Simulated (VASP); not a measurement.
# SnTe (F-43m) in VASP: further runs

SnTe is run at these levels: r2SCAN; tasks: single point.

All numbers are computed with VASP 6.6.1; they aren't measurements. Logs are shortened: lines on timing, memory, paths and dates and some standing lists are left out, and cuts for length are marked.

**1. The cell of the first run**

The structure is cubic, space group F-43m (No. 216). The conventional cell has a = 7.222 Å, b = 7.222 Å, c = 7.222 Å, α = 90.00°, β = 90.00°, γ = 90.00°. Sn (site symmetry -43m) has 4 Te at 3.13 Å within 4.1 Å. Te (site symmetry -43m) has 4 Sn at 3.13 Å within 4.1 Å.

**2. Single point, r2SCAN**

POSCAR

```
SnTe
1.0
    0.0000000000      3.6111460000      3.6111460000
    3.6111460000      0.0000000000      3.6111460000
    3.6111460000      3.6111460000      0.0000000000
Sn Te
1 1
Direct
    0.0000000000      0.0000000000      0.0000000000
    0.2500000000      0.2500000000      0.2500000000
```

INCAR.step1

```
SYSTEM = SnTe
PREC = Accurate ; ENCUT = 550
ISMEAR = 0 ; SIGMA = 0.01
LREAL = .FALSE. ; LASPH = .TRUE.
NELM = 120 ; NBANDS = 17
GGA = PE ; ALGO = Normal
EDIFF = 1E-5 ; LWAVE = .TRUE.
LCHARG = .FALSE. ; GGA_COMPAT = .FALSE.
```

INCAR.step2

```
SYSTEM = SnTe
PREC = Accurate ; ENCUT = 550
EDIFF = 1E-6 ; ISMEAR = 0
SIGMA = 0.01 ; LREAL = .FALSE.
LASPH = .TRUE. ; NELM = 120
ALGO = Normal ; ISIF = 2
LWAVE = .FALSE. ; LCHARG = .TRUE.
METAGGA = R2SCAN ; LMIXTAU = .TRUE.
LELF = .TRUE. ; LVHAR = .TRUE.
NBANDS = 17 ; ISTART = 1
GGA_COMPAT = .FALSE.
```

KPOINTS

```
Automatic mesh
0
G
  2 2 2
  0 0 0
```

Potentials or basis: VASP PAW PBE potentials, release 64 (Sn_d, Te).

Started as:

```bash
cat potpaw_PBE.64/Sn_d/POTCAR potpaw_PBE.64/Te/POTCAR > POTCAR
cp INCAR.step1 INCAR
mpirun -np 1 vasp_std > vasp.out
cp INCAR.step2 INCAR
mpirun -np 1 vasp_std > vasp.out
```

OUTCAR:

```text
SYSTEM = SnTe
   PREC = Accurate
   ENCUT = 550
   EDIFF = 1E-6
   ISMEAR = 0
   LREAL = .FALSE.
   LASPH = .TRUE.
   NELM = 120
   ISIF = 2
   METAGGA = R2SCAN
   ISTART = 1

 ion  position               nearest neighbor table
   1  0.000  0.000  0.000-   2 3.13   2 3.13   2 3.13   2 3.13
   2  0.250  0.250  0.250-   1 3.13   1 3.13   1 3.13   1 3.13

  LATTYP: Found a face centered cubic cell.
 ALAT       =     7.2222920000

  Lattice vectors:

 A1 = (   0.0000000000,   3.6111460000,   3.6111460000)
 A2 = (   3.6111460000,   0.0000000000,   3.6111460000)
 A3 = (   3.6111460000,   3.6111460000,   0.0000000000)

Analysis of symmetry for initial positions (statically):
=====================================================================
 Subroutine PRICEL returns:
 Original cell was already a primitive cell.

 Routine SETGRP: Setting up the symmetry group for a
 face centered cubic supercell.

 Subroutine GETGRP returns: Found 24 space group operations
 (whereof 24 operations were pure point group operations)
 out of a pool of 48 trial point group operations.

The static configuration has the point symmetry T_d .

Analysis of symmetry for dynamics (positions and initial velocities):
=====================================================================
 Subroutine PRICEL returns:
 Original cell was already a primitive cell.

 Routine SETGRP: Setting up the symmetry group for a
 face centered cubic supercell.

 Subroutine GETGRP returns: Found 24 space group operations
 (whereof 24 operations were pure point group operations)
 out of a pool of 48 trial point group operations.

The dynamic configuration has the point symmetry T_d .

 Subroutine INISYM returns: Found 24 space group operations
 (whereof 24 operations are pure point group operations),
 and found     1 'primitive' translations

----------------------------------------------------------------------------------------

                                     Primitive cell

  volume of cell :      94.1814

  direct lattice vectors                    reciprocal lattice vectors
     0.000000000  3.611146000  3.611146000    -0.138460201  0.138460201  0.138460201
     3.611146000  0.000000000  3.611146000     0.138460201 -0.138460201  0.138460201
     3.611146000  3.611146000  0.000000000     0.138460201  0.138460201 -0.138460201

  length of vectors
     5.106931649  5.106931649  5.106931649     0.239820102  0.239820102  0.239820102

  position of ions in fractional coordinates (direct lattice)
     0.000000000  0.000000000  0.000000000
     0.250000000  0.250000000  0.250000000

  ion indices of the primitive-cell ions
   primitive index   ion index
                 1           1
                 2           2

----------------------------------------------------------------------------------------

 KPOINTS: Automatic mesh

Automatic generation of k-mesh.
 Grid dimensions read from file:
 generate k-points for:    2    2    2

 Generating k-lattice:

  Cartesian coordinates                     Fractional coordinates (reciprocal lattice)
    -0.069230100  0.069230100  0.069230100     0.500000000  0.000000000  0.000000000
     0.069230100 -0.069230100  0.069230100     0.000000000  0.500000000  0.000000000
     0.069230100  0.069230100 -0.069230100     0.000000000  0.000000000  0.500000000

  Length of vectors
     0.119910051  0.119910051  0.119910051

  Shift w.r.t. Gamma in fractional coordinates (k-lattice)
     0.000000000  0.000000000  0.000000000

 Subroutine IBZKPT returns following result:
 ===========================================

 Found      3 irreducible k-points:

 Following reciprocal coordinates:
            Coordinates               Weight
  0.000000  0.000000  0.000000      1.000000
  0.500000  0.000000  0.000000      4.000000
  0.500000  0.500000  0.000000      3.000000
   k-points           NKPTS =      3   k-points in BZ     NKDIM =      3   number of bands    NBANDS=     17
   number of dos      NEDOS =    301   number of ions     NIONS =      2
   total plane-waves  NPLWV =  64000
   dimension x,y,z NGX =    40 NGY =   40 NGZ =   40
   dimension x,y,z NGXF=    80 NGYF=   80 NGZF=   80
   ions per type =               1   1
   NGX,Y,Z   is equivalent  to a cutoff of  13.02, 13.02, 13.02 a.u.
   NGXF,Y,Z  is equivalent  to a cutoff of  26.04, 26.04, 26.04 a.u.
 SYSTEM =  SnTe
   PREC   = accura    normal or accurate (medium, high low for compatibility)
   ISTART =      1    job   : 0-new  1-cont  2-samecut
   ICHARG =      0    charge: 1-file 2-atom 10-const
   ISPIN  =      1    spin polarized calculation?
   LNONCOLLINEAR =      F non collinear calculations
   LSORBIT =      F    spin-orbit coupling
   LASPH  =      T    aspherical Exc in radial PAW
   ENCUT  =  550.0 eV  40.42 Ry    6.36 a.u.   9.77  9.77  9.77*2*pi/ulx,y,z
   NELM   =    120;   NELMIN=  2; NELMDL=  0     # of ELM steps
   EDIFF  = 0.1E-05   stopping-criterion for ELM
   LREAL  =      F    real-space projection
   EDIFFG = 0.1E-04   stopping-criterion for IOM
   NSW    =      0    number of steps for IOM
   IBRION =     -1    ionic relax: 0-MD 1-quasi-New 2-CG
   NFREE  =      0    steps in history (QN), initial steepest desc. (CG)
   ISIF   =      2    stress and relaxation
   ISYM   =      2    0-nonsym 1-usesym 2-fastsym
   POTIM  = 0.5000    time-step for ionic-motion
   TEBEG  =    0.0;   TEEND  =   0.0 temperature during run
   PSTRESS=    0.0 pullay stress
   NELECT =      20.0000    total number of electrons
   NUPDOWN=      -1.0000    fix difference up-down
   EMIN   =  10.00;   EMAX   =-10.00  energy-range for DOS
   EFERMI =   0.00;   METHOD = LEGACY
   ISMEAR =     0;   SIGMA  =   0.01  broadening in eV -4-tet -1-fermi 0-gaus
   EFERMI_NEDOS =   21; number of points for ismear=-14 and -15
   IALGO  =     38    algorithm
   IMIX   =      4    mixing-type and parameters
     AMIX     =   0.40;   BMIX     =  1.00
     AMIX_MAG =   1.60;   BMIX_MAG =  1.00
  volume/ion in A,a.u.               =      47.09       317.78
  Fermi-wavevector in a.u.,A,eV,Ry     =   0.976704  1.845704 12.979296  0.953951
  Thomas-Fermi vector in A             =   2.107344
   LORBIT       =      0    0 simple, 1 ext, 2 COOP (PROOUT), +10 PAW based schemes
   METAGGA = R2SCAN    functional components
   LHFCALC =     F    Hartree Fock is set to
   AEXX    =    0.0000 exact exchange contribution
   IVDW    =     0    specifies the selected vdW correction
   LEPSILON=     F    determine dielectric tensor
   LRPA    =     F    only Hartree local field effects (RPA)
 non-spin polarized calculation
 Gauss-broadening in eV      SIGMA  =   0.01
  energy-cutoff  :      550.00
  volume of cell :       94.18
 maximum number of plane-waves:      2778
 NGX is ok and might be reduce to    40
   NGX = 19   NGY = 19   NGZ = 19

 number of electron      19.9999999 magnetization

 Free energy of the ion-electron system (eV)
  ---------------------------------------------------
  ext. energy  EPLUGINS =         0.00000000
  ---------------------------------------------------
  free energy    TOTEN  =       -50.40369865 eV

  energy without entropy =      -50.40369865  energy(sigma->0) =      -50.40369865

 E-fermi :   2.4579     XC(G=0):  -7.9678

 val. band max:        2.3519978437   @ k =   0.5000   0.5000   0.0000
 cond. band min:       3.2578999992   @ k =   0.5000   0.5000   0.0000
 fundamental gap:      0.9059021555
 Fermi energy:         2.4579429187

 k-point     1 :       0.0000    0.0000    0.0000
  band No.  band energies     occupation
      1     -19.5278      2.00000
      2     -19.5278      2.00000
      3     -19.5278      2.00000
      4     -19.5144      2.00000
      5     -19.5144      2.00000
      6      -8.9906      2.00000
      7      -2.1631      2.00000
      8       0.9413      2.00000
      9       0.9413      2.00000
     10       0.9413      2.00000
     11       4.1484      0.00000
     12       4.1484      0.00000
     13       4.1484      0.00000
     14       7.3331      0.00000
     15       9.8664      0.00000
     16       9.8664      0.00000
     17      11.0130      0.00000

 k-point     2 :       0.5000    0.0000    0.0000
  band No.  band energies     occupation
      1     -19.5293      2.00000
      2     -19.5263      2.00000
      3     -19.5263      2.00000
      4     -19.5142      2.00000
      5     -19.5142      2.00000
      6      -8.4053      2.00000
      7      -4.2182      2.00000
      8       0.3921      2.00000
      9       0.3921      2.00000
     10       0.9701      2.00000
     11       4.9932      0.00000
     12       4.9932      0.00000
     13       6.6855      0.00000
     14       8.9365      0.00000
     15       9.6057      0.00000
     16      10.3243      0.00000
     17      10.3243      0.00000

 k-point     3 :       0.5000    0.5000    0.0000
  band No.  band energies     occupation
      1     -19.5317      2.00000
      2     -19.5247      2.00000
      3     -19.5247      2.00000
      4     -19.5152      2.00000
      5     -19.5135      2.00000
      6      -8.1644      2.00000
      7      -4.6138      2.00000
      8      -0.2843      2.00000
      9      -0.2843      2.00000
     10       2.3520      2.00000
     11       3.2579      0.00000
     12       7.1847      0.00000
     13       7.1847      0.00000
     14       8.7539      0.00000
     15       9.7024      0.00000
     16      11.6041      0.00000
     17      11.6041      0.00000

------------------------ aborting loop because EDIFF is reached ----------------------------------------

  FORCE on cell =-STRESS in cart. coord.  units (eV):
  Direction    XX          YY          ZZ          XY          YZ          ZX
  --------------------------------------------------------------------------------------
  -------------------------------------------------------------------------------------
  Total       -1.0771370     -1.0771370     -1.0771370      0.0000000      0.0000000      0.0000000
  in kB      -18.3238361    -18.3238361    -18.3238361      0.0000000      0.0000000      0.0000000
  external PRESSURE =     -18.3238361 kB  Pullay stress =       0.0000000 kB

 VOLUME and BASIS-vectors are now :
 -----------------------------------------------------------------------------
  energy-cutoff  :      550.00
  volume of cell :       94.18
      direct lattice vectors                 reciprocal lattice vectors
     0.000000000  3.611146000  3.611146000    -0.138460201  0.138460201  0.138460201
     3.611146000  0.000000000  3.611146000     0.138460201 -0.138460201  0.138460201
     3.611146000  3.611146000  0.000000000     0.138460201  0.138460201 -0.138460201

 POSITION                                       TOTAL-FORCE (eV/Angst)
 -----------------------------------------------------------------------------------
      0.00000      0.00000      0.00000         0.000000      0.000000     -0.000000
      1.80557      1.80557      1.80557        -0.000000     -0.000000      0.000000
 -----------------------------------------------------------------------------------
    total drift:                               -0.000000     -0.000000     -0.000000

  FREE ENERGIE OF THE ION-ELECTRON SYSTEM (eV)
  ---------------------------------------------------
  free  energy   TOTEN  =       -50.4036986472 eV

  energy  without entropy=      -50.4036986472  energy(sigma->0) =      -50.40369865
```

It took 26 s on 1 thread of AMD EPYC 9R45 (Zen 5), shared host; peak memory 0.22 GiB.

What came out:

```yaml
Free_energy: -50.4037 eV
Pressure: -1.8 GPa
Band_gap_on_the_k_mesh: 0.91 eV
```

Caveat: the k points lie up to 0.75 Å⁻¹ apart; the PAW data sets were made with another functional, which shifts forces and pressure a little; spin-orbit coupling is left out, which moves the levels of the heavy elements.

**3. Single point, r2SCAN**

POSCAR is that of step 2.

INCAR.step1

```
PREC = Accurate
ENCUT = 550
ISMEAR = 0
SIGMA = 0.01
LREAL = F
LASPH = T
NELM = 120
NBANDS = 17
GGA = PE
ALGO = Normal
EDIFF = 1E-5
LWAVE = T
LCHARG = F
GGA_COMPAT = F
```

INCAR.step2

```
PREC = Accurate
ENCUT = 550
EDIFF = 1E-6
ISMEAR = 0
SIGMA = 0.01
LREAL = F
LASPH = T
NELM = 120
ALGO = Normal
ISIF = 2
LWAVE = F
LCHARG = F
METAGGA = R2SCAN
LMIXTAU = T
NBANDS = 17
ISTART = 1
GGA_COMPAT = F
```

KPOINTS

```
Automatic mesh
0
Gamma
  3 3 3
```

Potentials or basis: VASP PAW PBE potentials, release 64 (Sn_d, Te).

Started as:

```bash
cat potpaw_PBE.64/Sn_d/POTCAR potpaw_PBE.64/Te/POTCAR > POTCAR
cp INCAR.step1 INCAR
mpirun -np 1 vasp_std > vasp.out
cp INCAR.step2 INCAR
mpirun -np 1 vasp_std > vasp.out
```

Wall time 28 s (1 thread of AMD EPYC 9R45 (Zen 5), shared host); peak memory 0.22 GiB.

Results (log left out):

| Item | Value |
| --- | --- |
| Free energy | -50.1843 eV |
| Pressure | -1.4 GPa |
| Band gap on the k mesh | 0.90 eV (least direct gap 1.10 eV) |

Levels at points of the mesh, in eV from the valence-band top:
| k point | band 6 | band 7 | band 8 | band 9 | band 10 | band 11 | band 12 | band 13 | band 14 | band 15 |
| --- | --- | --- | --- | --- | --- | --- | --- | --- | --- | --- |
| (0.00, 0.00, 0.00) | -11.50 | -4.63 | -1.56 | -1.56 | -1.56 | 1.68 | 1.68 | 1.68 | 4.89 | 7.39 |

Caveat: the k points lie up to 0.50 Å⁻¹ apart; the PAW data sets were made with another functional, which shifts forces and pressure a little; spin-orbit coupling is left out, which moves the levels of the heavy elements; an odd mesh through Γ misses points on the zone boundary, where band edges can lie.

**4. Single point, r2SCAN**

POSCAR is that of step 3.

INCAR.step1

```
PREC = Accurate ; ENCUT = 550
ISMEAR = 0 ; SIGMA = 0.01
LREAL = F ; LASPH = T
NELM = 120 ; NBANDS = 17
GGA = PE ; ALGO = Normal
EDIFF = 1E-5 ; LWAVE = T
LCHARG = F ; GGA_COMPAT = F
```

INCAR.step2

```
PREC = Accurate ; ENCUT = 550
EDIFF = 1E-6 ; ISMEAR = 0
SIGMA = 0.01 ; LREAL = F
LASPH = T ; NELM = 120
ALGO = Normal ; ISIF = 2
LWAVE = F ; LCHARG = T
METAGGA = R2SCAN ; LMIXTAU = T
LELF = T ; LVHAR = T
NBANDS = 17 ; ISTART = 1
GGA_COMPAT = F
```

KPOINTS

```
regular mesh
0
Gamma
  4 4 4
```

Started as:

```bash
cat potpaw_PBE.64/Sn_d/POTCAR potpaw_PBE.64/Te/POTCAR > POTCAR
cp INCAR.step1 INCAR
mpirun -np 1 vasp_std > vasp.out
cp INCAR.step2 INCAR
mpirun -np 1 vasp_std > vasp.out
```

Wall time 44 s (1 thread of AMD EPYC 9R45 (Zen 5), shared host); peak memory 0.23 GiB.

The run converged. Its results:

* Free energy: -50.0743 eV
* Pressure: -0.7 GPa
* Band gap on the k mesh: 0.16 eV (least direct gap 0.90 eV)

Levels at points of the mesh, in eV from the valence-band top:
| k point | band 7 | band 8 | band 9 | band 10 | band 11 | band 12 | band 13 | band 14 |
| --- | --- | --- | --- | --- | --- | --- | --- | --- |
| (0.00, 0.00, 0.00) | -5.25 | -2.15 | -2.15 | -2.15 | 1.06 | 1.06 | 1.06 | 4.26 |
| (0.50, 0.00, 0.00) | -7.30 | -2.70 | -2.70 | -2.12 | 1.90 | 1.90 | 3.59 | 5.85 |
| (0.50, 0.50, 0.00) | -7.70 | -3.38 | -3.38 | -0.74 | 0.16 | 4.09 | 4.09 | 5.68 |

Caveat: the PAW data sets were made with another functional, which shifts forces and pressure a little; spin-orbit coupling is left out, which moves the levels of the heavy elements.

[end of part 1 of 2]
